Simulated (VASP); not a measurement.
Crystal: TiAl.

```
CELL_PARAMETERS angstrom
3.17906 0.00000 0.00000
0.00000 3.17906 0.00000
0.00000 0.00000 3.17906
ATOMIC_POSITIONS crystal
Ti 0.00000 0.00000 0.00000
Al 0.50000 0.50000 0.50000
```

Program: VASP 6.6.1. Alike in all runs: potentials or basis VASP PAW PBE potentials, release 64 (Ti_sv, Al); no spin polarisation; cell as given.

Question: Order these runs on this cell by their pressure, lowest first.
A. level r2SCAN50; k mesh 6 × 6 × 6; cutoff (eV) 440; smearing fermi-dirac 0.15 eV; dipole correction no; grid for exact exchange (PRECFOCK) Normal
B. level r2SCANh; k mesh 5 × 5 × 5; cutoff (eV) 440; smearing methfessel-paxton 0.1 eV; dipole correction no; grid for exact exchange (PRECFOCK) Normal
C. level PBE; k mesh 5 × 5 × 5; cutoff (eV) 520; smearing fermi-dirac 0.06 eV; dipole correction no
D. level PBE0+D3(BJ); k mesh 5 × 5 × 5; cutoff (eV) 400; smearing fermi-dirac 0.05 eV; dipole correction no; grid for exact exchange (PRECFOCK) Normal
E. level revPBE; k mesh 9 × 9 × 9; cutoff (eV) 320; smearing methfessel-paxton 0.1 eV; tolerance level screening; purpose bands; route KPOINTS_OPT

Answer: D (-8.5 GPa), A (-5.4 GPa), B (-1.8 GPa), C (0.9 GPa), E (2.4 GPa).

Caveats: some runs use coarse meshes; the PAW data sets were made with another functional, which shifts forces and pressure a little (at least some runs); the cutoff is under 1.25 times the usual one of these potentials, so pressure, stress and relaxed cells hold a basis-set (Pulay) error (at least some runs); three body term missing (at least some runs); the cell stands under tension (at least some runs).
